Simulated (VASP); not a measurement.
# K (P4/mmm) in VASP: further runs

K is run at these levels: PBEsol; tasks: single point.

All numbers are computed with VASP 6.6.1; they aren't measurements. Logs are shortened: lines on timing, memory, paths and dates and some standing lists are left out, and cuts for length are marked.

### Step 1. The cell of the first run

It takes space group P4/mmm (No. 123, tetragonal). Conventional cell: a = 3.863 Å, b = 3.863 Å, c = 6.370 Å, α = 90.00°, β = 90.00°, γ = 90.00°. K (site symmetry 2mm) has 7 K at 2.64 to 2.73 Å within 3.5 Å. K (site symmetry 4/mmm) has 8 K at 2.69 Å within 3.5 Å.

### Step 2. Single point, PBEsol

INCAR

```
  ALGO = Fast
  EDIFF = 1E-6
  ENCUT = 520
  GGA = PS
  ISIF = 2
  ISMEAR = 0
  LASPH = True
  LCHARG = False
  LREAL = False
  LWAVE = False
  NBANDS = 30
  NELM = 80
  PREC = Accurate
  SIGMA = 0.1
```

KPOINTS

```
k-points
0
Gamma
  8 8 6
```

POSCAR

```
K
1.0
    2.7315527010     -2.7315527010      0.0000000000
    2.7315527010      2.7315527010      0.0000000000
    0.0000000000      0.0000000000      6.3698721942
K
5
Direct
    0.5000000000      0.0000000000      0.2928930496
    0.0000000000      0.5000000000      0.7071069504
    0.0000000000      0.5000000000      0.2928930496
    0.5000000000      0.0000000000      0.7071069504
    0.0000000000      0.0000000000      0.0000000000
```

Potentials or basis: VASP PAW PBE potentials, release 64 (K_sv).

Started as:

```
> cat potpaw_PBE.64/K_sv/POTCAR > POTCAR
> mpirun -np 1 vasp_std > vasp.out
```

OUTCAR:

```text
EDIFF = 1E-6
   ENCUT = 520
   GGA = PS
   ISIF = 2
   ISMEAR = 0
   LASPH = True
   LREAL = False
   NELM = 80
   PREC = Accurate

 ion  position               nearest neighbor table
   1  0.500  0.000  0.293-   4 2.64   5 2.69   5 2.69   3 2.73   3 2.73   3 2.73   3 2.73   4 3.73
                             2 3.80   2 3.80   2 3.80   2 3.80
   2  0.000  0.500  0.707-   3 2.64   5 2.69   5 2.69   4 2.73   4 2.73   4 2.73   4 2.73   3 3.73
                             1 3.80   1 3.80   1 3.80   1 3.80
   3  0.000  0.500  0.293-   2 2.64   5 2.69   5 2.69   1 2.73   1 2.73   1 2.73   1 2.73   2 3.73
                             4 3.80   4 3.80   4 3.80   4 3.80
   4  0.500  0.000  0.707-   1 2.64   5 2.69   5 2.69   2 2.73   2 2.73   2 2.73   2 2.73   1 3.73
                             3 3.80   3 3.80   3 3.80   3 3.80
   5  0.000  0.000  0.000-   2 2.69   4 2.69   2 2.69   4 2.69   3 2.69   3 2.69   1 2.69   1 2.69

  LATTYP: Found a simple tetragonal cell.
 ALAT       =     3.8629988761
 C/A-ratio  =     1.6489448738

  Lattice vectors:

 A1 = (   2.7315527010,  -2.7315527010,   0.0000000000)
 A2 = (   2.7315527010,   2.7315527010,   0.0000000000)
 A3 = (   0.0000000000,   0.0000000000,   6.3698721942)

Analysis of symmetry for initial positions (statically):
=====================================================================
 Subroutine PRICEL returns:
 Original cell was already a primitive cell.

 Routine SETGRP: Setting up the symmetry group for a
 simple tetragonal supercell.

 Subroutine GETGRP returns: Found 16 space group operations
 (whereof 16 operations were pure point group operations)
 out of a pool of 16 trial point group operations.

The static configuration has the point symmetry D_4h.

Analysis of symmetry for dynamics (positions and initial velocities):
=====================================================================
 Subroutine PRICEL returns:
 Original cell was already a primitive cell.

 Routine SETGRP: Setting up the symmetry group for a
 simple tetragonal supercell.

 Subroutine GETGRP returns: Found 16 space group operations
 (whereof 16 operations were pure point group operations)
 out of a pool of 16 trial point group operations.

The dynamic configuration has the point symmetry D_4h.

 Subroutine INISYM returns: Found 16 space group operations
 (whereof 16 operations are pure point group operations),
 and found     1 'primitive' translations

----------------------------------------------------------------------------------------

[... 103 lines left out ...]
   NFREE  =      0    steps in history (QN), initial steepest desc. (CG)
   ISIF   =      2    stress and relaxation
   ISYM   =      2    0-nonsym 1-usesym 2-fastsym
   POTIM  = 0.5000    time-step for ionic-motion
   TEBEG  =    0.0;   TEEND  =   0.0 temperature during run
   PSTRESS=    0.0 pullay stress
   NELECT =      45.0000    total number of electrons
   NUPDOWN=      -1.0000    fix difference up-down
   EMIN   =  10.00;   EMAX   =-10.00  energy-range for DOS
   EFERMI =   0.00;   METHOD = LEGACY
   ISMEAR =     0;   SIGMA  =   0.10  broadening in eV -4-tet -1-fermi 0-gaus
   EFERMI_NEDOS =   21; number of points for ismear=-14 and -15
   IALGO  =     68    algorithm
   IMIX   =      4    mixing-type and parameters
     AMIX     =   0.40;   BMIX     =  1.00
     AMIX_MAG =   1.60;   BMIX_MAG =  1.00
  volume/ion in A,a.u.               =      19.01       128.29
  Fermi-wavevector in a.u.,A,eV,Ry     =   1.275907  2.411115 22.149452  1.627939
  Thomas-Fermi vector in A             =   2.408593
   LORBIT       =      0    0 simple, 1 ext, 2 COOP (PROOUT), +10 PAW based schemes
   GGA     = PS    functional components
   LHFCALC =     F    Hartree Fock is set to
   AEXX    =    0.0000 exact exchange contribution
   IVDW    =     0    specifies the selected vdW correction
   LEPSILON=     F    determine dielectric tensor
   LRPA    =     F    only Hartree local field effects (RPA)
 non-spin polarized calculation
 RMM-DIIS sequential band-by-band and
 Gauss-broadening in eV      SIGMA  =   0.10
  energy-cutoff  :      520.00
  volume of cell :       95.06
 maximum number of plane-waves:      2588
 NGX is ok and might be reduce to    30
   NGX = 15   NGY = 15   NGZ = 23

 number of electron      45.0000005 magnetization

 Free energy of the ion-electron system (eV)
  ---------------------------------------------------
  ext. energy  EPLUGINS =         0.00000000
  ---------------------------------------------------
  free energy    TOTEN  =         6.79379027 eV

  energy without entropy =        6.81427634  energy(sigma->0) =        6.80403330

 E-fermi :   5.2391     XC(G=0): -10.4705

 val. band max:        5.2210922747   @ k =   0.5000   0.1250   0.0000
 cond. band min:       5.2537999684   @ k =   0.3750   0.1250   0.3333
 fundamental gap:      0.0327076937
 Fermi energy:         5.2391407783

 k-point     1 :       0.0000    0.0000    0.0000
  band No.  band energies     occupation
      1     -28.8588      2.00000
      2     -27.8370      2.00000
      3     -27.6325      2.00000
      4     -27.0761      2.00000
      5     -26.7454      2.00000
      6     -13.0421      2.00000
[... 781 lines left out ...]
     29       8.4335      0.00000
     30       8.8391      0.00000

 [... further k-points ...]

------------------------ aborting loop because EDIFF is reached ----------------------------------------

  FORCE on cell =-STRESS in cart. coord.  units (eV):
  Direction    XX          YY          ZZ          XY          YZ          ZX
  --------------------------------------------------------------------------------------
  -------------------------------------------------------------------------------------
  Total       18.4144882     18.4144882     18.4717221      0.0000000     -0.0000000      0.0000000
  in kB      310.3775871    310.3775871    311.3422694      0.0000000     -0.0000000      0.0000000
  external PRESSURE =     310.6991479 kB  Pullay stress =       0.0000000 kB

 VOLUME and BASIS-vectors are now :
 -----------------------------------------------------------------------------
  energy-cutoff  :      520.00
  volume of cell :       95.06
      direct lattice vectors                 reciprocal lattice vectors
     2.731552701 -2.731552701  0.000000000     0.183046075 -0.183046075  0.000000000
     2.731552701  2.731552701  0.000000000     0.183046075  0.183046075  0.000000000
     0.000000000  0.000000000  6.369872194     0.000000000  0.000000000  0.156989021

 POSITION                                       TOTAL-FORCE (eV/Angst)
 -----------------------------------------------------------------------------------
      1.36578     -1.36578      1.86569         0.000000      0.000000      0.010957
      1.36578      1.36578      4.50418         0.000000     -0.000000     -0.010957
      1.36578      1.36578      1.86569        -0.000000      0.000000      0.010957
      1.36578     -1.36578      4.50418         0.000000     -0.000000     -0.010957
      0.00000      0.00000      0.00000         0.000000      0.000000      0.000000
 -----------------------------------------------------------------------------------
    total drift:                                0.000000      0.000000     -0.000000

  FREE ENERGIE OF THE ION-ELECTRON SYSTEM (eV)
  ---------------------------------------------------
  free  energy   TOTEN  =         6.7937902667 eV

  energy  without entropy=        6.8142763387  energy(sigma->0) =        6.80403330
```

OSZICAR:

```text
N       E                     dE             d eps       ncg     rms          rms(c)
DAV:   1     0.422104043705E+03    0.42210E+03   -0.22594E+04  3600   0.148E+03
DAV:   2     0.314723907328E+02   -0.39063E+03   -0.38079E+03  3860   0.456E+02
DAV:   3     0.740038971461E+01   -0.24072E+02   -0.23566E+02  6056   0.884E+01
[... 14 lines left out ...]
RMM:  18     0.679379853035E+01   -0.58342E-05   -0.56788E-05  5348   0.196E-02    0.120E-02
RMM:  19     0.679379447831E+01   -0.40520E-05   -0.40447E-05  4870   0.147E-02    0.136E-02
RMM:  20     0.679379243381E+01   -0.20445E-05   -0.21350E-05  4387   0.110E-02    0.138E-02
RMM:  21     0.679379101819E+01   -0.14156E-05   -0.15169E-05  3724   0.823E-03    0.140E-02
RMM:  22     0.679379026673E+01   -0.75146E-06   -0.79129E-06  3522   0.665E-03
   1 F= 0.67937903E+01 E0= 0.68040333E+01  d E =-.204861E-01
```

stdout:

```text
POSCAR found type information on POSCAR K
 POSCAR found :  1 types and       5 ions
 scaLAPACK will be used
 -----------------------------------------------------------------------------
|                                                                             |
|                                                                             |
|     You enforced a specific xc type in the INCAR file but a different       |
|     I HOPE YOU KNOW WHAT YOU ARE DOING!                                     |
|                                                                             |
 -----------------------------------------------------------------------------

 LDA part: xc-table for (Slater+PW92), standard interpolation
 POSCAR, INCAR and KPOINTS ok, starting setup
 FFT: planning ... GRIDC
 FFT: planning ... GRID_SOFT
 FFT: planning ... GRID
 WAVECAR not read
 entering main loop
WARNING in EDDRMM: call to ZHEGV failed, returncode =   8  4     23
WARNING in EDDRMM: call to ZHEGV failed, returncode =   8  4     21
WARNING in EDDRMM: call to ZHEGV failed, returncode =   8  4     25
WARNING in EDDRMM: call to ZHEGV failed, returncode =   6  3     22
```

It took 2.4 min on 1 thread of Intel Xeon 6975P-C (Granite Rapids), shared host; peak memory 0.27 GiB.

Results:

| Item | Value |
| --- | --- |
| Free energy | 6.7938 eV |
| Pressure | 31.1 GPa |
| Largest force | 0.011 eV/Å |
| Band gap on the k mesh | zero (an odd number of electrons rules out a gap without spin polarisation) |

Forces on the atoms (eV/Å):
```
K    0.000  0.000  0.011
K    0.000  0.000 -0.011
K    0.000  0.000  0.011
K    0.000  0.000 -0.011
K    0.000  0.000  0.000
```

Stress tensor (GPa, compression positive):
```
31.04  0.00  0.00
 0.00 31.04  0.00
 0.00  0.00 31.13
```

Levels at points of the mesh, in eV from the Fermi level:
| k point | band 20 | band 21 | band 22 | band 23 | band 24 | band 25 |
| --- | --- | --- | --- | --- | --- | --- |
| (0.00, 0.00, 0.00) | -15.00 | -2.96 | -2.02 | -0.12 | 0.25 | 0.97 |
| (0.50, 0.00, 0.00) | -14.85 | -0.33 | -0.20 | 0.09 | 0.34 | 1.54 |
| (0.50, 0.50, 0.00) | -14.62 | -2.36 | -0.55 | 1.57 | 2.02 | 2.03 |
| (0.00, 0.00, 0.50) | -14.88 | -2.17 | -1.39 | -0.95 | -0.54 | 0.73 |
| (0.50, 0.00, 0.50) | -14.79 | -0.02 | 0.32 | 0.33 | 0.63 | 1.79 |
| (0.50, 0.50, 0.50) | -14.63 | -1.40 | -0.53 | -0.08 | 1.40 | 1.40 |

Caveat: the cell stands under pressure; the PAW data sets were made with another functional, which shifts forces and pressure a little.

### Step 3. Single point, PBEsol

This run uses another cell than the first one, of 14.27 Å³/atom.

INCAR

```
ALGO     = Fast           # electronic algorithm
EDIFF    = 1E-7           # SCF threshold, eV
ENCUT    = 520            # plane-wave cutoff, eV
GGA      = PS             # functional
ISIF     = 2              # what is computed and relaxed
ISMEAR   = 0              # smearing method
LASPH    = T              # aspherical terms in the spheres
LCHARG   = T              # write CHGCAR
LELF     = T              # ELF
LREAL    = F              # projectors in reciprocal space
LVHAR    = T            
LWAVE    = F              # write WAVECAR
NBANDS   = 30             # bands
NELM     = 100            # most SCF steps
PREC     = Accurate       # precision mode
SIGMA    = 0.1            # smearing width, eV
```

KPOINTS

```
k-points
0
Gamma
  10 10 6
```

POSCAR

```
K
1.0
    2.4047041859     -2.4047041859      0.0000000000
    2.4047041859      2.4047041859      0.0000000000
    0.0000000000      0.0000000000      6.1709678451
K
5
Direct
    0.5000000000      0.0000000000      0.3014934566
    0.0000000000      0.5000000000      0.6985065434
    0.0000000000      0.5000000000      0.3014934566
    0.5000000000      0.0000000000      0.6985065434
    0.0000000000      0.0000000000      0.0000000000
```

Potentials or basis: VASP PAW PBE potentials, release 64 (K_sv).

Started as:

```
> cat potpaw_PBE.64/K_sv/POTCAR > POTCAR
> mpirun -np 1 vasp_std > vasp.out
```

Run time: 4.3 min. Hardware: 1 thread of Intel Xeon 6975P-C (Granite Rapids), shared host; peak memory 0.27 GiB.

Results (log left out):

```
Free energy            : 13.3243 eV
Pressure               : 64.4 GPa
Largest force          : 0.005 eV/Å
Band gap on the k mesh : zero (an odd number of electrons rules out a gap without spin polarisation)
```

Forces in eV/Å, atoms in the order of the input:
```
K    0.000  0.000  0.005
K    0.000  0.000 -0.005
K    0.000  0.000  0.005
K    0.000  0.000 -0.005
K    0.000  0.000  0.000
```

Stress tensor (GPa, compression positive):
```
64.71  0.00  0.00
 0.00 64.71  0.00
 0.00  0.00 63.87
```

Levels at points of the mesh, in eV from the Fermi level:
```
           k point  band 19  band 20  band 21  band 22  band 23  band 24  band 25  band 26  band 27  band 28
(0.00, 0.00, 0.00)   -14.15   -14.15    -4.34    -1.68    -1.40    -0.25     0.42     0.85     1.07     1.07
(0.50, 0.00, 0.00)   -15.70   -14.23    -0.63    -0.11     0.59     0.61     1.54     2.44     2.81     3.38
(0.50, 0.50, 0.00)   -13.52   -13.39    -3.92    -1.99     1.81     2.32     2.60     2.60     3.14     3.14
(0.00, 0.00, 0.50)   -14.02   -14.02    -3.45    -2.97    -0.26    -0.26     0.08     0.25     0.71     1.06
(0.50, 0.00, 0.50)   -15.20   -14.30     0.44     0.45     0.52     0.54     1.41     2.29     2.39     2.94
(0.50, 0.50, 0.50)   -13.54   -13.39    -2.39    -2.14    -1.02     2.35     2.39     2.39     3.17     3.17
```

Caveat: the cell stands under pressure; the PAW data sets were made with another functional, which shifts forces and pressure a little.

### Step 4. Single point, PBEsol

This run uses another cell than the first one, of 26.97 Å³/atom.

INCAR

```
ALGO = Fast ; EDIFF = 1E-6
ENCUT = 520 ; GGA = PS
ISIF = 2 ; ISMEAR = 0
LASPH = T ; LCHARG = T
LELF = T ; LREAL = F
LVHAR = T ; LWAVE = F
NBANDS = 30 ; NELM = 60
PREC = Accurate ; SIGMA = 0.1
```

KPOINTS

```
k-points
0
Gamma
  8 8 6
```

POSCAR

```
K
1.0
    3.0805678377     -3.0805678377      0.0000000000
    3.0805678377      3.0805678377      0.0000000000
    0.0000000000      0.0000000000      7.1057304590
K
5
Direct
    0.5000000000      0.0000000000      0.2929263244
    0.0000000000      0.5000000000      0.7070736756
    0.0000000000      0.5000000000      0.2929263244
    0.5000000000      0.0000000000      0.7070736756
    0.0000000000      0.0000000000      0.0000000000
```

Started as:

```
> cat potpaw_PBE.64/K_sv/POTCAR > POTCAR
> mpirun -np 1 vasp_std > vasp.out
```

It took 2.8 min on 1 thread of Intel Xeon 6975P-C (Granite Rapids), shared host; peak memory 0.32 GiB.

The run converged. Its results:

```
Free energy            : 1.4247 eV
Pressure               : 15.1 GPa
Largest force          : 0.004 eV/Å
Band gap on the k mesh : zero (an odd number of electrons rules out a gap without spin polarisation)
```

Forces in eV/Å, atoms in the order of the input:
```
K    0.000  0.000  0.004
K    0.000  0.000 -0.004
K    0.000  0.000  0.004
K    0.000  0.000 -0.004
K    0.000  0.000  0.000
```

Stress tensor (GPa, compression positive):
```
15.11  0.00  0.00
 0.00 15.11  0.00
 0.00  0.00 15.19
```

Levels at points of the mesh, in eV from the Fermi level:
| k point | band 18 | band 19 | band 20 | band 21 | band 22 | band 23 | band 24 | band 25 | band 26 | band 27 |
| --- | --- | --- | --- | --- | --- | --- | --- | --- | --- | --- |
| (0.00, 0.00, 0.00) | -15.52 | -15.48 | -15.48 | -3.18 | -1.35 | -0.02 | 0.03 | 0.93 | 1.11 | 1.70 |
| (0.50, 0.00, 0.00) | -15.92 | -15.68 | -15.47 | -0.92 | -0.92 | 0.23 | 0.28 | 1.36 | 1.59 | 1.89 |
| (0.50, 0.50, 0.00) | -15.41 | -15.39 | -15.29 | -1.11 | -0.09 | 0.72 | 0.72 | 0.73 | 1.58 | 1.67 |
| (0.00, 0.00, 0.50) | -15.58 | -15.44 | -15.44 | -2.19 | -2.15 | -0.62 | -0.27 | 1.34 | 1.40 | 1.40 |
| (0.50, 0.00, 0.50) | -15.83 | -15.74 | -15.43 | -0.46 | -0.32 | -0.32 | 0.00 | 0.93 | 1.91 | 2.05 |
| (0.50, 0.50, 0.50) | -15.42 | -15.38 | -15.29 | -0.69 | 0.08 | 0.12 | 0.80 | 0.80 | 1.49 | 1.80 |

Caveat: the cell stands under pressure; the PAW data sets were made with another functional, which shifts forces and pressure a little.

### Step 5. The runs side by side

| cell | k mesh | further INCAR settings | gap on the mesh (eV) | pressure (GPa) | largest force (eV/Å) |
| --- | --- | --- | --- | --- | --- |
| a = 3.863, b = 3.863, c = 6.370 Å, 5 atoms, atomic positions A | 8 × 8 × 6 | ALGO = Fast; EDIFF = 1e-06; NBANDS = 30 | none | 31.1 | 0.01 |
| a = 3.401, b = 3.401, c = 6.171 Å, 5 atoms, atomic positions B | 10 × 10 × 6 | ALGO = Fast; EDIFF = 1e-07; NBANDS = 30 | none | 64.4 | 0.01 |
| a = 4.357, b = 4.357, c = 7.106 Å, 5 atoms, atomic positions A | 8 × 8 × 6 | ALGO = Fast; EDIFF = 1e-06; NBANDS = 30 | none | 15.1 | - |

Alike in all rows: task single point; level PBEsol; potentials or basis VASP PAW PBE potentials, release 64 (K_sv); no spin polarisation; cutoff (eV) 520; smearing gaussian 0.1 eV.

Caveats: the cell stands under pressure; the PAW data sets were made with another functional, which shifts forces and pressure a little.

Absolute energies hang on the potentials; compare differences alone.

The gap in the log of VASP goes by the Fermi energy; the results here count the filled bands.